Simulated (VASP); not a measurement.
Runs of VASP 6.6.1 on Nb. The structure is that of space group Fm-3m (No. 225), or close to it. The cells are those of the table. 

```tsv
cell	gap on the mesh (eV)	pressure (GPa)
a = 3.029, b = 3.029, c = 2.991 Å, angles 60.4, 60.4, 59.2°, 1 atom	none	-10.8
a = 3.103, b = 3.103, c = 3.066 Å, angles 60.4, 60.4, 59.2°, 1 atom	none	(a)
a = 2.879, b = 2.879, c = 2.842 Å, angles 60.4, 60.4, 59.1°, 1 atom	none	16.8
a = 2.917, b = 2.917, c = 2.842 Å, angles 60.9, 60.9, 58.3°, 1 atom	none	10.8
a = 3.067, b = 3.067, c = 2.991 Å, angles 60.8, 60.8, 58.4°, 1 atom	none	-14.2
a = 3.103, b = 3.103, c = 3.141 Å, angles 59.6, 59.6, 60.8°, 1 atom	none	-21.5
a = 3.029, b = 3.029, c = 3.066 Å, angles 59.6, 59.6, 60.8°, 1 atom	none	(b)
```

Alike in all rows: task single point; level PBEsol; potentials or basis VASP PAW PBE potentials, release 64 (Nb_sv); no spin polarisation; k mesh 20 × 20 × 20; cutoff (eV) 500; smearing gaussian 0.15 eV.

Question: Estimate the missing entries.

Answer: (a) -19.3; (b) -14.0.

Caveats: the PAW data sets were made with another functional, which shifts forces and pressure a little; the cell stands under tension (at least some runs); the cell stands under pressure (at least some runs).

A k mesh can miss the band edges, and the runs leave out spin-orbit coupling on Nb.

A gap of «none» marks levels without a gap at the run's occupations.
